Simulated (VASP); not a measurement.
# CaMg (P4/mmm) in VASP: further runs, part 2 of 2

VASP 6.6.1.

## Step 4: Single point, LDA (28.72 Å³/atom)

Contents of INCAR:

```
SYSTEM = CaMg
  ALGO = Fast
  EDIFF = 1E-6
  ENCUT = 520
  ISIF = 2
  ISMEAR = 0
  LASPH = .TRUE.
  LCHARG = .FALSE.
  LREAL = .FALSE.
  LWAVE = .FALSE.
  NBANDS = 13
  NELM = 60
  PREC = Accurate
  SIGMA = 0.15
```

Contents of KPOINTS:

```
k-points
0
G
  14 14 14
  0 0 0
```

Contents of POSCAR:

```
CaMg
1.0
    3.5990612054      0.0000000000      0.0000000000
    0.0000000000      3.5990612054      0.0000000000
    0.0000000000      0.0000000000      4.4340434050
Ca Mg
1 1
Direct
    0.0000000000      0.0000000000      0.0000000000
    0.5000000000      0.5000000000      0.5000000000
```

Potentials or basis: VASP PAW LDA potentials, release 64 (Ca_sv, Mg).

Command:

```
$ cat potpaw_LDA.64/Ca_sv/POTCAR potpaw_LDA.64/Mg/POTCAR > POTCAR
$ mpirun -np 1 vasp_std > vasp.out
```

OUTCAR:

```text
SYSTEM = CaMg
   EDIFF = 1E-6
   ENCUT = 520
   ISIF = 2
   ISMEAR = 0
   LASPH = .TRUE.
   LREAL = .FALSE.
   NELM = 60
   PREC = Accurate

 ion  position               nearest neighbor table
   1  0.000  0.000  0.000-   2 3.38   2 3.38   2 3.38   2 3.38   2 3.38   2 3.38   2 3.38   2 3.38

   2  0.500  0.500  0.500-   1 3.38   1 3.38   1 3.38   1 3.38   1 3.38   1 3.38   1 3.38   1 3.38

  LATTYP: Found a simple tetragonal cell.
 ALAT       =     3.5990612054
 C/A-ratio  =     1.2320000000

  Lattice vectors:

 A1 = (   3.5990612054,   0.0000000000,   0.0000000000)
 A2 = (   0.0000000000,   3.5990612054,   0.0000000000)
 A3 = (   0.0000000000,   0.0000000000,   4.4340434050)

Analysis of symmetry for initial positions (statically):
=====================================================================
 Subroutine PRICEL returns:
 Original cell was already a primitive cell.

 Routine SETGRP: Setting up the symmetry group for a
 simple tetragonal supercell.

 Subroutine GETGRP returns: Found 16 space group operations
 (whereof 16 operations were pure point group operations)
 out of a pool of 16 trial point group operations.

The static configuration has the point symmetry D_4h.

Analysis of symmetry for dynamics (positions and initial velocities):
=====================================================================
 Subroutine PRICEL returns:
 Original cell was already a primitive cell.

 Routine SETGRP: Setting up the symmetry group for a
 simple tetragonal supercell.

 Subroutine GETGRP returns: Found 16 space group operations
 (whereof 16 operations were pure point group operations)
 out of a pool of 16 trial point group operations.

The dynamic configuration has the point symmetry D_4h.

 Subroutine INISYM returns: Found 16 space group operations
 (whereof 16 operations are pure point group operations),
 and found     1 'primitive' translations

----------------------------------------------------------------------------------------

                                     Primitive cell

  volume of cell :      57.4352

  direct lattice vectors                    reciprocal lattice vectors
     3.599061205  0.000000000  0.000000000     0.277850235  0.000000000  0.000000000
     0.000000000  3.599061205  0.000000000     0.000000000  0.277850235  0.000000000
     0.000000000  0.000000000  4.434043405     0.000000000  0.000000000  0.225527788

  length of vectors
     3.599061205  3.599061205  4.434043405     0.277850235  0.277850235  0.225527788

  position of ions in fractional coordinates (direct lattice)
     0.000000000  0.000000000  0.000000000
     0.500000000  0.500000000  0.500000000

  ion indices of the primitive-cell ions
   primitive index   ion index
                 1           1
                 2           2

----------------------------------------------------------------------------------------

 KPOINTS: k-points

Automatic generation of k-mesh.
 Grid dimensions read from file:
 generate k-points for:   14   14   14

 Generating k-lattice:

  Cartesian coordinates                     Fractional coordinates (reciprocal lattice)
     0.019846445  0.000000000  0.000000000     0.071428571  0.000000000  0.000000000
     0.000000000  0.019846445  0.000000000     0.000000000  0.071428571  0.000000000
     0.000000000  0.000000000  0.016109128     0.000000000  0.000000000  0.071428571

  Length of vectors
     0.019846445  0.019846445  0.016109128

  Shift w.r.t. Gamma in fractional coordinates (k-lattice)
     0.000000000  0.000000000  0.000000000

 Subroutine IBZKPT returns following result:
 ===========================================

 Found    288 irreducible k-points:

 Following reciprocal coordinates:
            Coordinates               Weight
  0.000000  0.000000  0.000000      1.000000
  0.071429  0.000000  0.000000      4.000000
  0.142857  0.000000  0.000000      4.000000
  0.214286  0.000000  0.000000      4.000000
  0.285714  0.000000  0.000000      4.000000
  0.357143  0.000000  0.000000      4.000000
[... 16 lines left out ...]
  0.285714  0.214286  0.000000      8.000000
  0.357143  0.214286  0.000000      8.000000
 [... further k-points ...]
   k-points           NKPTS =    288   k-points in BZ     NKDIM =    288   number of bands    NBANDS=     13
   number of dos      NEDOS =    301   number of ions     NIONS =      2
   total plane-waves  NPLWV =  28224
   dimension x,y,z NGX =    28 NGY =   28 NGZ =   36
   dimension x,y,z NGXF=    56 NGYF=   56 NGZF=   72
   ions per type =               1   1
   NGX,Y,Z   is equivalent  to a cutoff of  12.93, 12.93, 13.50 a.u.
   NGXF,Y,Z  is equivalent  to a cutoff of  25.87, 25.87, 27.00 a.u.
 SYSTEM =  CaMg
   PREC   = accura    normal or accurate (medium, high low for compatibility)
   ISTART =      0    job   : 0-new  1-cont  2-samecut
   ICHARG =      2    charge: 1-file 2-atom 10-const
   ISPIN  =      1    spin polarized calculation?
   LNONCOLLINEAR =      F non collinear calculations
   LSORBIT =      F    spin-orbit coupling
   LASPH  =      T    aspherical Exc in radial PAW
   ENCUT  =  520.0 eV  38.22 Ry    6.18 a.u.   6.69  6.69  8.24*2*pi/ulx,y,z
   NELM   =     60;   NELMIN=  2; NELMDL= -5     # of ELM steps
   EDIFF  = 0.1E-05   stopping-criterion for ELM
   LREAL  =      F    real-space projection
   EDIFFG = 0.1E-04   stopping-criterion for IOM
   NSW    =      0    number of steps for IOM
   IBRION =     -1    ionic relax: 0-MD 1-quasi-New 2-CG
   NFREE  =      0    steps in history (QN), initial steepest desc. (CG)
   ISIF   =      2    stress and relaxation
   ISYM   =      2    0-nonsym 1-usesym 2-fastsym
   POTIM  = 0.5000    time-step for ionic-motion
   TEBEG  =    0.0;   TEEND  =   0.0 temperature during run
   PSTRESS=    0.0 pullay stress
   NELECT =      12.0000    total number of electrons
   NUPDOWN=      -1.0000    fix difference up-down
   EMIN   =  10.00;   EMAX   =-10.00  energy-range for DOS
   EFERMI =   0.00;   METHOD = LEGACY
   ISMEAR =     0;   SIGMA  =   0.15  broadening in eV -4-tet -1-fermi 0-gaus
   EFERMI_NEDOS =   21; number of points for ismear=-14 and -15
   IALGO  =     68    algorithm
   IMIX   =      4    mixing-type and parameters
     AMIX     =   0.40;   BMIX     =  1.00
     AMIX_MAG =   1.60;   BMIX_MAG =  1.00
  volume/ion in A,a.u.               =      28.72       193.80
  Fermi-wavevector in a.u.,A,eV,Ry     =   0.971425  1.835726 12.839353  0.943666
  Thomas-Fermi vector in A             =   2.101641
   LORBIT       =      0    0 simple, 1 ext, 2 COOP (PROOUT), +10 PAW based schemes
   GGA     = CA    functional components
   LHFCALC =     F    Hartree Fock is set to
   AEXX    =    0.0000 exact exchange contribution
   IVDW    =     0    specifies the selected vdW correction
   LEPSILON=     F    determine dielectric tensor
   LRPA    =     F    only Hartree local field effects (RPA)
 non-spin polarized calculation
 RMM-DIIS sequential band-by-band and
 Gauss-broadening in eV      SIGMA  =   0.15
  energy-cutoff  :      520.00
  volume of cell :       57.44
 maximum number of plane-waves:      1568
 NGX is ok and might be reduce to    28
   NGX = 13   NGY = 13   NGZ = 17

 number of electron      12.0000003 magnetization

 Free energy of the ion-electron system (eV)
  ---------------------------------------------------
  ext. energy  EPLUGINS =         0.00000000
  ---------------------------------------------------
  free energy    TOTEN  =        -4.25101996 eV

  energy without entropy =       -4.23142875  energy(sigma->0) =       -4.24122436

 E-fermi :   2.3706     XC(G=0):  -8.6614

 val. band max:        2.3663811793   @ k =   0.3571   0.1429   0.3571
 cond. band min:       2.3714614623   @ k =   0.5000   0.4286   0.2857
 fundamental gap:      0.0050802830
 Fermi energy:         2.3706137091

 k-point     1 :       0.0000    0.0000    0.0000
  band No.  band energies     occupation
      1     -38.5036      2.00000
      2     -19.8141      2.00000
      3     -19.7413      2.00000
      4     -19.7413      2.00000
      5      -2.9752      2.00000
      6       2.8186      0.00002
      7       3.4835      0.00000
      8       4.3911      0.00000
      9       6.1734      0.00000
     10       6.1734      0.00000
     11       6.8255      0.00000
     12       8.1118      0.00000
     13       8.1118      0.00000
[... 353 lines left out ...]
 k-point    24 :       0.3571    0.2143    0.0000
  band No.  band energies     occupation
      1     -38.4856      2.00000
      2     -19.8849      2.00000
      3     -19.7987      2.00000
      4     -19.7898      2.00000
      5      -0.9175      2.00000
      6       1.9663      1.99986
      7       3.6875      0.00000
      8       3.8601      0.00000
      9       4.8966      0.00000
     10       5.2803      0.00000
     11       6.9896      0.00000
     12       7.7721      0.00000
     13       8.8242      0.00000

 [... further k-points ...]
[... 5 lines left out ...]
  --------------------------------------------------------------------------------------
  -------------------------------------------------------------------------------------
  Total        0.1224328      0.1224328     -0.3456086      0.0000000      0.0000000      0.0000000
  in kB        3.4153100      3.4153100     -9.6408817      0.0000000      0.0000000      0.0000000
  external PRESSURE =      -0.9367539 kB  Pullay stress =       0.0000000 kB

 VOLUME and BASIS-vectors are now :
 -----------------------------------------------------------------------------
  energy-cutoff  :      520.00
  volume of cell :       57.44
      direct lattice vectors                 reciprocal lattice vectors
     3.599061205  0.000000000  0.000000000     0.277850235  0.000000000  0.000000000
     0.000000000  3.599061205  0.000000000     0.000000000  0.277850235  0.000000000
     0.000000000  0.000000000  4.434043405     0.000000000  0.000000000  0.225527788

 POSITION                                       TOTAL-FORCE (eV/Angst)
 -----------------------------------------------------------------------------------
      0.00000      0.00000      0.00000         0.000000      0.000000      0.000000
      1.79953      1.79953      2.21702         0.000000      0.000000      0.000000
 -----------------------------------------------------------------------------------
    total drift:                               -0.000000     -0.000000     -0.000000

  FREE ENERGIE OF THE ION-ELECTRON SYSTEM (eV)
  ---------------------------------------------------
  free  energy   TOTEN  =        -4.2510199643 eV

  energy  without entropy=       -4.2314287538  energy(sigma->0) =       -4.24122436
```

Run time: 90 s. Hardware: 1 thread of Intel Xeon 6975P-C (Granite Rapids), shared host; peak memory 0.34 GiB.

Results:

```
Free energy            : -4.2510 eV
Pressure               : -0.1 GPa
Band gap on the k mesh : zero (bands 6 and 7 overlap by 1.16 eV)
```

## Step 5: Single point, LDA (28.72 Å³/atom)

Contents of INCAR:

```
PREC     = Accurate       # precision mode
ENCUT    = 520            # plane-wave cutoff, eV
EDIFF    = 1E-6           # SCF threshold, eV
ISMEAR   = 0              # smearing method
SIGMA    = 0.15           # smearing width, eV
LREAL    = F              # projectors in reciprocal space
LASPH    = T              # aspherical terms in the spheres
NELM     = 100            # most SCF steps
ALGO     = Fast           # electronic algorithm
ISIF     = 2              # what is computed and relaxed
LWAVE    = F              # write WAVECAR
LCHARG   = F              # write CHGCAR
NBANDS   = 13             # bands
```

Contents of KPOINTS:

```
Automatic mesh
0
Gamma
  14 14 14
```

Contents of POSCAR:

```
CaMg
1.0
    3.9487831889      0.0000000000      0.0000000000
    0.0000000000      3.9487831889      0.0000000000
    0.0000000000      0.0000000000      3.6834249586
Ca Mg
1 1
Direct
    0.0000000000      0.0000000000      0.0000000000
    0.5000000000      0.5000000000      0.5000000000
```

Command:

```
$ cat potpaw_LDA.64/Ca_sv/POTCAR potpaw_LDA.64/Mg/POTCAR > POTCAR
$ mpirun -np 1 vasp_std > vasp.out
```

Wall time 78 s (1 thread of Intel Xeon 6975P-C (Granite Rapids), shared host); peak memory 0.34 GiB.

The run converged. Its results:

```
Free energy            : -4.2832 eV
Pressure               : -0.1 GPa
Band gap on the k mesh : zero (bands 6 and 7 overlap by 1.29 eV)
```

Stress tensor (GPa, compression positive):
```
-0.48  0.00  0.00
 0.00 -0.48  0.00
 0.00  0.00  0.61
```

Levels at points of the mesh, in eV from the Fermi level:
```tsv
k point	band 4	band 5	band 6	band 7	band 8	band 9
(0.00, 0.00, 0.00)	-22.11	-5.33	0.85	0.97	3.74	3.89
(0.50, 0.00, 0.00)	-22.11	-3.09	-2.59	1.64	2.08	2.77
(0.50, 0.50, 0.00)	-22.10	-2.15	-0.40	-0.40	0.13	3.20
(0.00, 0.00, 0.50)	-22.12	-2.68	-2.35	1.84	2.10	2.10
(0.50, 0.00, 0.50)	-22.11	-1.85	-0.20	-0.06	0.42	2.64
(0.50, 0.50, 0.50)	-22.18	-0.40	-0.40	-0.35	1.64	2.96
```

## Step 6: Single point, LDA (28.72 Å³/atom)

Contents of INCAR:

```
ALGO = Fast ; EDIFF = 1E-6
ENCUT = 520 ; GGA = CA
ISIF = 2 ; ISMEAR = 0
LASPH = T ; LCHARG = F
LREAL = F ; LWAVE = F
NBANDS = 13 ; NELM = 60
PREC = Accurate ; SIGMA = 0.15
```

Contents of KPOINTS:

```
k-points
0
Gamma
  14 14 14
```

Contents of POSCAR:

```
CaMg
1.0
    3.7698830107      0.0000000000      0.0000000000
    0.0000000000      3.7698830107      0.0000000000
    0.0000000000      0.0000000000      4.0413145874
Ca Mg
1 1
Direct
    0.0000000000      0.0000000000      0.0000000000
    0.5000000000      0.5000000000      0.5000000000
```

Potentials or basis: VASP PAW LDA potentials, release 64 (Ca_sv, Mg).

Command:

```
$ cat potpaw_LDA.64/Ca_sv/POTCAR potpaw_LDA.64/Mg/POTCAR > POTCAR
$ mpirun -np 1 vasp_std > vasp.out
```

It took 71 s on 1 thread of Intel Xeon 6975P-C (Granite Rapids), shared host; peak memory 0.34 GiB.

Results (log left out):

```
Free energy            : -4.2857 eV
Pressure               : -0.1 GPa
Band gap on the k mesh : zero (bands 6 and 7 overlap by 1.22 eV)
```

Stress tensor (GPa, compression positive):
```
 0.11  0.00  0.00
 0.00  0.11  0.00
 0.00  0.00 -0.56
```

Levels at points of the mesh, in eV from the Fermi level:
```csv
k point,band 2,band 3,band 4,band 5,band 6,band 7,band 8,band 9,band 10,band 11
"(0.00, 0.00, 0.00)",-22.13,-22.11,-22.11,-5.33,0.83,1.01,3.49,3.86,3.86,4.12
"(0.50, 0.00, 0.00)",-22.24,-22.12,-22.10,-2.82,-2.43,1.76,1.88,2.55,4.09,4.97
"(0.50, 0.50, 0.00)",-22.22,-22.22,-22.11,-1.77,-0.05,-0.05,0.50,2.60,2.60,4.93
"(0.00, 0.00, 0.50)",-22.20,-22.11,-22.11,-3.21,-2.66,1.63,2.54,2.54,4.25,4.33
"(0.50, 0.00, 0.50)",-22.23,-22.18,-22.10,-2.04,-0.37,-0.24,0.24,2.96,3.13,4.52
"(0.50, 0.50, 0.50)",-22.21,-22.21,-22.17,-0.42,-0.36,-0.36,1.64,2.94,3.00,3.00
```

## Step 7: Overview

```tsv
cell	further INCAR settings	gap on the mesh (eV)	pressure (GPa)
a = 3.684, b = 3.684, c = 4.233 Å, 2 atoms	ALGO = Fast; EDIFF = 1e-07; NBANDS = 13	none	-0.1
a = 3.357, b = 3.357, c = 5.095 Å, 2 atoms	ALGO = Fast; EDIFF = 1e-06; NBANDS = 13	none	-0.1
a = 3.599, b = 3.599, c = 4.434 Å, 2 atoms	ALGO = Fast; EDIFF = 1e-06; NBANDS = 13	none	-0.1
a = 3.949, b = 3.949, c = 3.683 Å, 2 atoms	ALGO = Fast; EDIFF = 1e-06; NBANDS = 13	none	-0.1
a = 3.770, b = 3.770, c = 4.041 Å, 2 atoms	ALGO = Fast; EDIFF = 1e-06; NBANDS = 13	none	-0.1
```

Alike in all rows: task single point; level LDA; potentials or basis VASP PAW LDA potentials, release 64 (Ca_sv, Mg); no spin polarisation; k mesh 14 × 14 × 14; cutoff (eV) 520; smearing gaussian 0.15 eV.

Absolute energies hang on the potentials; compare differences alone.
